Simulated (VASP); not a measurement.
Wanted: the native input for a VASP 6.6.1 run.

| Quantity | Value |
| --- | --- |
| Task | single point |
| Functional | PBEsol |
| Potentials or basis | VASP PAW PBE potentials, release 64 (Sn_d) |
| Cutoff | 520 eV |
| k mesh | 16 × 16 × 16 |
| Occupations | gaussian, width 0.15 eV |
| Spin | no spin polarisation |
| Dipole correction | no |
| Further INCAR settings | ALGO = Fast; EDIFF = 1e-06; NBANDS = 21 |

The structure of Sn lies in POSCAR:

```
Sn
1.0
    0.0000000000      3.5324416222      3.0091169374
    3.5324416222      0.0000000000      3.0091169374
    3.5324416222      3.5324416222      0.0000000000
Sn
2
Direct
    0.5000000000      0.5000000000      0.5000000000
    0.7500000000      0.7500000000      0.7500000000
```

This cell differs from its parent crystal: strain +0.080 along x and y, -0.080 along z.

The input as run:

INCAR

```
PREC = Accurate
ENCUT = 520
EDIFF = 1E-6
ISMEAR = 0
SIGMA = 0.15
LREAL = F
LASPH = T
NELM = 60
ALGO = Fast
ISIF = 2
LWAVE = F
LCHARG = F
GGA = PS
NBANDS = 21
```

KPOINTS

```
regular mesh
0
Gamma
  16 16 16
```

Potentials or basis: VASP PAW PBE potentials, release 64 (Sn_d).

Run with:

```console
$ cat potpaw_PBE.64/Sn_d/POTCAR > POTCAR
$ mpirun -np 1 vasp_std > vasp.out
```

Results of the run:

- Pressure: -2.7 GPa
- Band gap on the k mesh: zero (bands 14 and 15 overlap by 0.68 eV)

Caveat: the cell differs from its parent crystal (strain +0.080 along x and y, -0.080 along z); the PAW data sets were made with another functional, which shifts forces and pressure a little; spin-orbit coupling is left out, which moves the levels of the heavy elements.

Run time: 12 min on 1 thread of Oxide Virtual Turin-like Processor (shared host), peak memory 0.51 GiB.
